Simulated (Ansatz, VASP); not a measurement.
# MoS2, level by level in two programs

```
Mo S
1.0
     3.16900    0.00000    0.00000
    -1.58450    2.74443    0.00000
     0.00000    0.00000   12.32400
Mo S
2 4
Cartesian
  1.5845 0.9148 9.2430
  0.0000 1.8296 3.0810
  1.5845 0.9148 4.6461
  0.0000 1.8296 10.8081
  1.5845 0.9148 1.5159
  0.0000 1.8296 7.6779
```

Single points on this cell with VASP 6.6.1 and Ansatz 0.2.0. Each row is one pair of runs. Alike in all rows: spin: off; k mesh: 10 × 10 × 3; VASP's potentials, cutoff: VASP PAW PBE potentials, release 64 (Mo_sv, S), 520 eV; Ansatz's potentials, cutoff: Ansatz PAW, 420 eV.

```tsv
level	smearing	gap on the k mesh at the Fermi level (eV), VASP	gap on the k mesh at the Fermi level (eV), Ansatz	least direct gap on the mesh (eV), VASP	least direct gap on the mesh (eV), Ansatz	pressure (GPa), VASP	pressure (GPa), Ansatz
PBE	gaussian, width 0.015 eV	0.94	0.93	1.87	1.87	1.9	2.0
RPBE	gaussian, width 0.02 eV	0.99	0.97	1.87	1.87	4.5	4.7
PBE	gaussian, width 0.1 eV	0.94	0.93	1.87	1.87	1.8	2.0
```

Gap on the k mesh at the fermi level (eV): the two programs differ by at most 0.016; least direct gap on the mesh (eV): the two programs differ by at most 0.004; pressure (GPa): the two programs differ by at most 0.23.

Noted on Ansatz's runs: odd divisions of the mesh miss points on the zone boundary, where band edges often lie, so the gap on the mesh can be too wide.
